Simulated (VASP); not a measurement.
# Sn (Fd-3m) in VASP: notebook

Sn is run at these levels: PBE; tasks: single point.

Program: VASP 6.6.1. These are calculated values, not measurements. Logs are shortened: lines on timing, memory, paths and dates and some standing lists are left out, and cuts for length are marked.

### Step 1. The cell of the first run

It takes space group Fd-3m (No. 227, cubic). Conventional cell: a = 6.492 Å, b = 6.492 Å, c = 6.492 Å, α = 90.00°, β = 90.00°, γ = 90.00°. Sn (site symmetry -43m) has 4 Sn at 2.81 Å within 3.7 Å.

This isn't the form of Sn at room conditions, which is tetragonal (white tin).

### Step 2. Single point, PBE

File INCAR:

```
SYSTEM = Sn
PREC = Accurate ; ENCUT = 500
EDIFF = 1E-6 ; ISMEAR = 0
SIGMA = 0.05 ; LREAL = .False.
LASPH = .True. ; NELM = 120
ALGO = Normal ; ISIF = 2
LWAVE = .False. ; LCHARG = .False.
GGA = PE ; NBANDS = 21
GGA_COMPAT = .False.
```

File KPOINTS:

```
Automatic mesh
0
Gamma
  6 6 6
  0 0 0
```

File POSCAR:

```
Sn
1.0
    0.0000000000      3.2459515666      3.2459515666
    3.2459515666      0.0000000000      3.2459515666
    3.2459515666      3.2459515666      0.0000000000
Sn
2
Direct
    0.7500000000      0.7500000000      0.7500000000
    0.5000000000      0.5000000000      0.5000000000
```

Potentials or basis: VASP PAW PBE potentials, release 64 (Sn_d).

Command:

```sh
cat potpaw_PBE.64/Sn_d/POTCAR > POTCAR
mpirun -np 1 vasp_std > vasp.out
```

OUTCAR:

```text
SYSTEM = Sn
   PREC = Accurate
   ENCUT = 500
   EDIFF = 1E-6
   ISMEAR = 0
   LREAL = .False.
   LASPH = .True.
   NELM = 120
   ISIF = 2
   GGA = PE

 ion  position               nearest neighbor table
   1  0.750  0.750  0.750-   2 2.81   2 2.81   2 2.81   2 2.81
   2  0.500  0.500  0.500-   1 2.81   1 2.81   1 2.81   1 2.81

  LATTYP: Found a face centered cubic cell.
 ALAT       =     6.4919031332

  Lattice vectors:

 A1 = (   0.0000000000,   3.2459515666,   3.2459515666)
 A2 = (   3.2459515666,   0.0000000000,   3.2459515666)
 A3 = (   3.2459515666,   3.2459515666,   0.0000000000)

Analysis of symmetry for initial positions (statically):
=====================================================================
 Subroutine PRICEL returns:
 Original cell was already a primitive cell.

 Routine SETGRP: Setting up the symmetry group for a
 face centered cubic supercell.

 Subroutine GETGRP returns: Found 48 space group operations
 (whereof 24 operations were pure point group operations)
 out of a pool of 48 trial point group operations.

The static configuration has the point symmetry T_d .
 The point group associated with its full space group is O_h .

Analysis of symmetry for dynamics (positions and initial velocities):
=====================================================================
 Subroutine PRICEL returns:
 Original cell was already a primitive cell.

 Routine SETGRP: Setting up the symmetry group for a
 face centered cubic supercell.

 Subroutine GETGRP returns: Found 48 space group operations
 (whereof 24 operations were pure point group operations)
 out of a pool of 48 trial point group operations.

The dynamic configuration has the point symmetry T_d .
 The point group associated with its full space group is O_h .

 Subroutine INISYM returns: Found 48 space group operations
 (whereof 24 operations are pure point group operations),
 and found     1 'primitive' translations

----------------------------------------------------------------------------------------

                                     Primitive cell

  volume of cell :      68.4000

  direct lattice vectors                    reciprocal lattice vectors
     0.000000000  3.245951567  3.245951567    -0.154038035  0.154038035  0.154038035
     3.245951567  0.000000000  3.245951567     0.154038035 -0.154038035  0.154038035
     3.245951567  3.245951567  0.000000000     0.154038035  0.154038035 -0.154038035

  length of vectors
     4.590468728  4.590468728  4.590468728     0.266801702  0.266801702  0.266801702

  position of ions in fractional coordinates (direct lattice)
     0.750000000  0.750000000  0.750000000
     0.500000000  0.500000000  0.500000000

  ion indices of the primitive-cell ions
   primitive index   ion index
                 1           1
                 2           2

----------------------------------------------------------------------------------------

 KPOINTS: Automatic mesh

Automatic generation of k-mesh.
 Grid dimensions read from file:
 generate k-points for:    6    6    6

 Generating k-lattice:

  Cartesian coordinates                     Fractional coordinates (reciprocal lattice)
    -0.025673006  0.025673006  0.025673006     0.166666667  0.000000000  0.000000000
     0.025673006 -0.025673006  0.025673006     0.000000000  0.166666667  0.000000000
     0.025673006  0.025673006 -0.025673006     0.000000000  0.000000000  0.166666667

  Length of vectors
     0.044466950  0.044466950  0.044466950

  Shift w.r.t. Gamma in fractional coordinates (k-lattice)
     0.000000000  0.000000000  0.000000000

 Subroutine IBZKPT returns following result:
 ===========================================

 Found     16 irreducible k-points:

 Following reciprocal coordinates:
            Coordinates               Weight
  0.000000  0.000000  0.000000      1.000000
  0.166667  0.000000  0.000000      8.000000
  0.333333  0.000000  0.000000      8.000000
  0.500000  0.000000  0.000000      4.000000
  0.166667  0.166667  0.000000      6.000000
  0.333333  0.166667  0.000000     24.000000
[... 8 lines left out ...]
 -0.333333  0.333333  0.166667     24.000000
 -0.333333  0.500000  0.166667     12.000000
   k-points           NKPTS =     16   k-points in BZ     NKDIM =     16   number of bands    NBANDS=     21
   number of dos      NEDOS =    301   number of ions     NIONS =      2
   total plane-waves  NPLWV =  46656
   dimension x,y,z NGX =    36 NGY =   36 NGZ =   36
   dimension x,y,z NGXF=    72 NGYF=   72 NGZF=   72
   ions per type =               2
   NGX,Y,Z   is equivalent  to a cutoff of  13.04, 13.04, 13.04 a.u.
   NGXF,Y,Z  is equivalent  to a cutoff of  26.08, 26.08, 26.08 a.u.
 SYSTEM =  Sn
   PREC   = accura    normal or accurate (medium, high low for compatibility)
   ISTART =      0    job   : 0-new  1-cont  2-samecut
   ICHARG =      2    charge: 1-file 2-atom 10-const
   ISPIN  =      1    spin polarized calculation?
   LNONCOLLINEAR =      F non collinear calculations
   LSORBIT =      F    spin-orbit coupling
   LASPH  =      T    aspherical Exc in radial PAW
   ENCUT  =  500.0 eV  36.75 Ry    6.06 a.u.   8.37  8.37  8.37*2*pi/ulx,y,z
   NELM   =    120;   NELMIN=  2; NELMDL= -5     # of ELM steps
   EDIFF  = 0.1E-05   stopping-criterion for ELM
   LREAL  =      F    real-space projection
[... 7 lines left out ...]
   TEBEG  =    0.0;   TEEND  =   0.0 temperature during run
   PSTRESS=    0.0 pullay stress
   NELECT =      28.0000    total number of electrons
   NUPDOWN=      -1.0000    fix difference up-down
   EMIN   =  10.00;   EMAX   =-10.00  energy-range for DOS
   EFERMI =   0.00;   METHOD = LEGACY
   ISMEAR =     0;   SIGMA  =   0.05  broadening in eV -4-tet -1-fermi 0-gaus
   EFERMI_NEDOS =   21; number of points for ismear=-14 and -15
   IALGO  =     38    algorithm
   IMIX   =      4    mixing-type and parameters
     AMIX     =   0.40;   BMIX     =  1.00
     AMIX_MAG =   1.60;   BMIX_MAG =  1.00
  volume/ion in A,a.u.               =      34.20       230.79
  Fermi-wavevector in a.u.,A,eV,Ry     =   1.215557  2.297070 20.103694  1.477580
  Thomas-Fermi vector in A             =   2.350940
   LORBIT       =      0    0 simple, 1 ext, 2 COOP (PROOUT), +10 PAW based schemes
   GGA     = PE    functional components
   LHFCALC =     F    Hartree Fock is set to
   AEXX    =    0.0000 exact exchange contribution
   IVDW    =     0    specifies the selected vdW correction
   LEPSILON=     F    determine dielectric tensor
   LRPA    =     F    only Hartree local field effects (RPA)
 non-spin polarized calculation
 Gauss-broadening in eV      SIGMA  =   0.05
  energy-cutoff  :      500.00
  volume of cell :       68.40
 maximum number of plane-waves:      1807
 NGX is ok and might be reduce to    36
   NGX = 17   NGY = 17   NGZ = 17

 number of electron      28.0000001 magnetization

 Free energy of the ion-electron system (eV)
  ---------------------------------------------------
  ext. energy  EPLUGINS =         0.00000000
  ---------------------------------------------------
  free energy    TOTEN  =        -7.60978977 eV

  energy without entropy =       -7.60925693  energy(sigma->0) =       -7.60952335

 E-fermi :   5.6270     XC(G=0):  -8.8657

 val. band max:        5.2793335865   @ k =   0.1667   0.0000   0.0000
 cond. band min:       5.6272408591   @ k =   0.5000   0.0000   0.0000
 fundamental gap:      0.3479072726
 Fermi energy:         5.6270050100

 k-point     1 :       0.0000    0.0000    0.0000
  band No.  band energies     occupation
      1     -16.0430      2.00000
      2     -16.0430      2.00000
      3     -16.0430      2.00000
      4     -15.9838      2.00000
      5     -15.9838      2.00000
      6     -15.6756      2.00000
[... 13 lines left out ...]
     20      13.5915      0.00000
     21      13.5915      0.00000

 k-point     2 :       0.1667    0.0000    0.0000
  band No.  band energies     occupation
      1     -16.0592      2.00000
      2     -16.0592      2.00000
      3     -16.0366      2.00000
      4     -15.9602      2.00000
      5     -15.9602      2.00000
      6     -15.7056      2.00000
[... 13 lines left out ...]
     20      12.5429      0.00000
     21      12.5429      0.00000

 k-point     3 :       0.3333    0.0000    0.0000
  band No.  band energies     occupation
      1     -16.0748      2.00000
      2     -16.0748      2.00000
      3     -16.0233      2.00000
      4     -15.9321      2.00000
      5     -15.9321      2.00000
      6     -15.7289      2.00000
[... 13 lines left out ...]
     20      12.9635      0.00000
     21      12.9635      0.00000

 k-point     4 :       0.5000    0.0000    0.0000
  band No.  band energies     occupation
      1     -16.0791      2.00000
      2     -16.0791      2.00000
      3     -16.0163      2.00000
      4     -15.9233      2.00000
      5     -15.9233      2.00000
      6     -15.7351      2.00000
[... 13 lines left out ...]
     20      14.4230      0.00000
     21      14.4234      0.00000

 k-point     5 :       0.1667    0.1667    0.0000
  band No.  band energies     occupation
      1     -16.0574      2.00000
      2     -16.0574      2.00000
      3     -16.0518      2.00000
      4     -15.9620      2.00000
      5     -15.9331      2.00000
      6     -15.7522      2.00000
[... 13 lines left out ...]
     20      12.2382      0.00000
     21      13.8994      0.00000

 k-point     6 :       0.3333    0.1667    0.0000
  band No.  band energies     occupation
      1     -16.0850      2.00000
      2     -16.0728      2.00000
      3     -16.0247      2.00000
      4     -15.9329      2.00000
      5     -15.8967      2.00000
      6     -15.7894      2.00000
[... 13 lines left out ...]
     20      13.3312      0.00000
     21      13.9681      0.00000

 k-point     7 :       0.5000    0.1667    0.0000
  band No.  band energies     occupation
      1     -16.1018      2.00000
      2     -16.0843      2.00000
      3     -15.9907      2.00000
      4     -15.9053      2.00000
      5     -15.8939      2.00000
      6     -15.7845      2.00000
[... 13 lines left out ...]
     20      14.3428      0.00000
     21      14.5361      0.00000

 k-point     8 :      -0.3333    0.1667    0.0000
  band No.  band energies     occupation
      1     -16.0975      2.00000
      2     -16.0876      2.00000
      3     -15.9867      2.00000
      4     -15.9214      2.00000
      5     -15.8954      2.00000
      6     -15.7666      2.00000
[... 13 lines left out ...]
     20      12.9490      0.00000
     21      14.3441      0.00000

 k-point     9 :      -0.1667    0.1667    0.0000
  band No.  band energies     occupation
      1     -16.0782      2.00000
      2     -16.0741      2.00000
      3     -16.0186      2.00000
      4     -15.9464      2.00000
      5     -15.9226      2.00000
      6     -15.7458      2.00000
[... 13 lines left out ...]
     20      13.0120      0.00000
     21      13.1740      0.00000

 k-point    10 :       0.3333    0.3333    0.0000
  band No.  band energies     occupation
      1     -16.0828      2.00000
      2     -16.0828      2.00000
      3     -16.0287      2.00000
      4     -15.9030      2.00000
      5     -15.8586      2.00000
      6     -15.8389      2.00000
[... 13 lines left out ...]
     20      14.8302      0.00000
     21      15.0258      0.00000

 k-point    11 :       0.5000    0.3333    0.0000
  band No.  band energies     occupation
      1     -16.1060      2.00000
      2     -16.0916      2.00000
      3     -15.9807      2.00000
      4     -15.8870      2.00000
      5     -15.8658      2.00000
      6     -15.8097      2.00000
[... 13 lines left out ...]
     20      14.9849      0.00000
     21      15.3076      0.00000

 k-point    12 :      -0.3333    0.3333    0.0000
  band No.  band energies     occupation
      1     -16.1174      2.00000
      2     -16.0943      2.00000
      3     -15.9593      2.00000
      4     -15.8598      2.00000
      5     -15.8519      2.00000
      6     -15.8307      2.00000
[... 13 lines left out ...]
     20      13.0010      0.00000
     21      16.3140      0.00000

 k-point    13 :       0.5000    0.5000    0.0000
  band No.  band energies     occupation
      1     -16.0942      2.00000
      2     -16.0942      2.00000
      3     -15.9598      2.00000
      4     -15.9597      2.00000
      5     -15.8232      2.00000
      6     -15.8232      2.00000
[... 13 lines left out ...]
     20      14.9470      0.00000
     21      16.0568      0.00000

 k-point    14 :       0.5000    0.3333    0.1667
  band No.  band energies     occupation
      1     -16.1003      2.00000
      2     -16.0946      2.00000
      3     -15.9835      2.00000
      4     -15.9034      2.00000
      5     -15.8567      2.00000
      6     -15.8292      2.00000
[... 13 lines left out ...]
     20      13.7091      0.00000
     21      15.4330      0.00000

 k-point    15 :      -0.3333    0.3333    0.1667
  band No.  band energies     occupation
      1     -16.1140      2.00000
      2     -16.0994      2.00000
      3     -15.9510      2.00000
      4     -15.8770      2.00000
      5     -15.8473      2.00000
      6     -15.8341      2.00000
[... 13 lines left out ...]
     20      14.9799      0.00000
     21      15.3356      0.00000

 k-point    16 :      -0.3333    0.5000    0.1667
  band No.  band energies     occupation
      1     -16.1079      2.00000
      2     -16.1079      2.00000
      3     -15.9198      2.00000
      4     -15.9198      2.00000
      5     -15.8274      2.00000
      6     -15.8274      2.00000
[... 13 lines left out ...]
     20      14.6941      0.00000
     21      15.8729      0.00000

------------------------ aborting loop because EDIFF is reached ----------------------------------------

  FORCE on cell =-STRESS in cart. coord.  units (eV):
  Direction    XX          YY          ZZ          XY          YZ          ZX
  --------------------------------------------------------------------------------------
  -------------------------------------------------------------------------------------
  Total        1.3801103      1.3801103      1.3801103      0.0000000     -0.0000000      0.0000000
  in kB       32.3272138     32.3272138     32.3272138      0.0000000     -0.0000000      0.0000000
  external PRESSURE =      32.3272138 kB  Pullay stress =       0.0000000 kB

 VOLUME and BASIS-vectors are now :
 -----------------------------------------------------------------------------
  energy-cutoff  :      500.00
  volume of cell :       68.40
      direct lattice vectors                 reciprocal lattice vectors
     0.000000000  3.245951567  3.245951567    -0.154038035  0.154038035  0.154038035
     3.245951567  0.000000000  3.245951567     0.154038035 -0.154038035  0.154038035
     3.245951567  3.245951567  0.000000000     0.154038035  0.154038035 -0.154038035

 POSITION                                       TOTAL-FORCE (eV/Angst)
 -----------------------------------------------------------------------------------
      4.86893      4.86893      4.86893         0.000000      0.000000      0.000000
      3.24595      3.24595      3.24595        -0.000000     -0.000000     -0.000000
 -----------------------------------------------------------------------------------
    total drift:                                0.000000      0.000000      0.000000

  FREE ENERGIE OF THE ION-ELECTRON SYSTEM (eV)
  ---------------------------------------------------
  free  energy   TOTEN  =        -7.6097897722 eV

  energy  without entropy=       -7.6092569324  energy(sigma->0) =       -7.60952335
```

It took 41 s on 1 thread of AMD EPYC 7R13, shared host; peak memory 0.17 GiB.

What came out:

| Quantity | Value |
| --- | --- |
| Free energy | -7.6098 eV |
| Pressure | 3.2 GPa |
| Band gap on the k mesh | zero (bands 14 and 15 overlap by 0.09 eV) |

Caveat: the cell stands under pressure; spin-orbit coupling is left out, which moves the levels of the heavy elements.

### Step 3. Single point, PBE (34.95 Å³/atom)

This run uses another cell than the first one, of 34.95 Å³/atom.

File INCAR:

```
PREC     = Accurate       # precision mode
ENCUT    = 500            # plane-wave cutoff, eV
EDIFF    = 1E-6           # SCF threshold, eV
ISMEAR   = 0              # smearing method
SIGMA    = 0.05           # smearing width, eV
LREAL    = False          # projectors in reciprocal space
LASPH    = True           # aspherical terms in the spheres
NELM     = 120            # most SCF steps
ALGO     = Normal         # electronic algorithm
ISIF     = 2              # what is computed and relaxed
LWAVE    = False          # write WAVECAR
LCHARG   = False          # write CHGCAR
GGA      = PE             # functional
NBANDS   = 21             # bands
GGA_COMPAT= False
```

File KPOINTS:

```
Automatic mesh
0
Gamma
  6 6 6
```

File POSCAR:

```
Sn
1.0
    0.0000000000      3.2693612273      3.2693612273
    3.2693612273      0.0000000000      3.2693612273
    3.2693612273      3.2693612273      0.0000000000
Sn
2
Direct
    0.7500000000      0.7500000000      0.7500000000
    0.5000000000      0.5000000000      0.5000000000
```

Potentials or basis: VASP PAW PBE potentials, release 64 (Sn_d).

Command:

```sh
cat potpaw_PBE.64/Sn_d/POTCAR > POTCAR
mpirun -np 1 vasp_std > vasp.out
```

Wall time 43 s (1 thread of AMD EPYC 7R13, shared host); peak memory 0.17 GiB.

Results (log left out):

| Property | Result |
| --- | --- |
| Free energy | -7.6352 eV |
| Pressure | 2.2 GPa |
| Band gap on the k mesh | zero (bands 14 and 15 overlap by 0.14 eV) |

Levels at points of the mesh, in eV from the Fermi level:
```csv
k point,band 10,band 11,band 12,band 13,band 14,band 15,band 16,band 17,band 18,band 19
"(0.00, 0.00, 0.00)",-21.23,-10.40,-0.74,0.14,0.14,0.14,2.21,2.21,2.21,5.06
"(0.50, 0.00, 0.00)",-21.19,-8.83,-6.16,-1.03,-1.03,0.00,3.27,3.27,5.72,8.47
"(0.50, 0.50, 0.00)",-21.17,-7.38,-7.38,-2.34,-2.34,0.90,0.90,7.63,7.63,9.20
```

Caveat: spin-orbit coupling is left out, which moves the levels of the heavy elements.

(Part 1 of 2 ends here.)
